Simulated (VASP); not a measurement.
A run of VASP 6.6.1:

Contents of POSCAR:

```
Ti3H2
1.0
    3.4325184011      0.0000000000      0.0000000000
   -1.7162592005      2.9726481343      0.0000000000
    0.0000000000      0.0000000000      5.3404410656
Ti H
3 2
Direct
    0.0000000000      0.0000000000      0.0000000000
    0.3333333333      0.6666666667      0.6450000000
    0.6666666667      0.3333333333      0.3550000000
    0.3333333333      0.6666666667      0.2450000000
    0.6666666667      0.3333333333      0.7550000000
```

File INCAR.step1:

```
SYSTEM = Ti3H2
  ALGO = Normal
  EDIFF = 1E-4
  ENCUT = 520
  GGA = PE
  ISMEAR = 0
  LASPH = .True.
  LCHARG = .False.
  LREAL = .False.
  LWAVE = .True.
  NBANDS = 27
  NELM = 100
  PREC = Accurate
  SIGMA = 0.1
```

Contents of INCAR.step2:

```
SYSTEM = Ti3H2
  ALGO = Normal
  EDIFF = 1E-7
  ENCUT = 520
  ISIF = 2
  ISMEAR = 0
  ISTART = 1
  LASPH = .True.
  LCHARG = .False.
  LMIXTAU = .True.
  LREAL = .False.
  LWAVE = .False.
  METAGGA = R2SCAN
  NBANDS = 27
  NELM = 100
  PREC = Accurate
  SIGMA = 0.1
```

KPOINTS

```
k-points
0
Gamma
  6 6 4
  0 0 0
```

Potentials or basis: VASP PAW PBE potentials, release 64 (Ti_sv, H).

Run with:

```console
$ cat potpaw_PBE.64/Ti_sv/POTCAR potpaw_PBE.64/H/POTCAR > POTCAR
$ cp INCAR.step1 INCAR
$ mpirun -np 1 vasp_std > vasp.out
$ cp INCAR.step2 INCAR
$ mpirun -np 1 vasp_std > vasp.out
```

Hardware: 1 thread of AMD EPYC 9R45 96-Core Processor (Zen 5), with other jobs on the host.

Problem. How long does it take, and how much memory?

Solution. Run time: 3.3 min on 1 thread of AMD EPYC 9R45 96-Core Processor (Zen 5) (shared host), peak memory 0.16 GiB. Counts: k points 24.
